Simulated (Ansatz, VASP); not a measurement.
# One calculation of InGaO, two programs

File INCAR:

```
PREC = Accurate ; ENCUT = 600
EDIFF = 1E-7 ; ISMEAR = 0
SIGMA = 0.15 ; LREAL = False
LASPH = True ; NELM = 100
ALGO = Normal ; ISIF = 3
LWAVE = False ; LCHARG = False
GGA = PE ; IBRION = 2
NSW = 36 ; EDIFFG = -0.08
```

Contents of KPOINTS:

```
Automatic mesh
0
Gamma
  3 3 2
```

POSCAR

```
InGaO
1.0
    4.1442771800      0.0000000000      0.0000000000
   -2.0721385900      3.5890493200      0.0000000000
    0.0000000000      0.0000000000      7.1349267500
In Ga O
2 2 2
Direct
    0.0000000000      0.0000000000      0.7492926500
    0.0000000000      0.0000000000      0.2507073500
    0.3333333300      0.6666666700      0.5000000000
    0.6666666700      0.3333333300      0.5000000000
    0.0000000000      0.0000000000      0.9286000700
    0.0000000000      0.0000000000      0.0713999300
```

Input for Ansatz:

```yaml
crystal:
  lattice:
    - [4.14427718, 0.0, 0.0]
    - [-2.07213859, 3.58904932, 0.0]
    - [0.0, 0.0, 7.13492675]
  atoms:
    - { symbol: In, position: [0.0, 0.0, 0.74929265] }
    - { symbol: In, position: [0.0, 0.0, 0.25070735] }
    - { symbol: Ga, position: [0.33333333, 0.66666667, 0.5] }
    - { symbol: Ga, position: [0.66666667, 0.33333333, 0.5] }
    - { symbol: O, position: [0.0, 0.0, 0.92860007] }
    - { symbol: O, position: [0.0, 0.0, 0.07139993] }
basis:
  ecutwfc: 420
kpoints:
  mp_grid: { grid: [3, 3, 2] }
hamiltonian:
  xc: pbe
scf:
  occupations: { method: gaussian, width: 0.15 }
  lower_state_search: "off"
output:
  forces: true
  stress: true
  eigenvalues: true
relax:
  adjacent_minimum: "off"
  f_tol: 0.08
  max_steps: 16
  cell: { stress_tol: 0.8 }
```

Alike in both runs: task relaxation of cell and atoms; functional PBE; k mesh 3 × 3 × 2; occupations gaussian, width 0.15 eV; no spin polarisation.

```csv
,VASP,Ansatz
version,VASP 6.6.1,Ansatz 0.2.0
potentials or method,"VASP PAW PBE potentials, release 64 (In_d, Ga_d, O), cutoff 600 eV","scalar-relativistic, plane waves, PAW"
valence electrons in the cell,64,64
```

|  | VASP | Ansatz | Ansatz less VASP |
| --- | --- | --- | --- |
| gap on the k mesh at the Fermi level, each at its own relaxed structure (eV) | none | none | - |
| relaxed volume (Å³/atom) | 28.87 | 28.89 | +0.019 |
| relaxed cell length with the largest relative difference (Å) | 8.724 | 8.745 | +0.0211 |

A gap of «none» marks a metal or a gap that the smearing closes.

The k mesh is coarse, so the values compare programs but aren't converged. Noted on VASP's run: the standard files for N, O and F lose accuracy on very short bonds; the volume moved by over 15 % at a fixed basis, so the end points are rough.
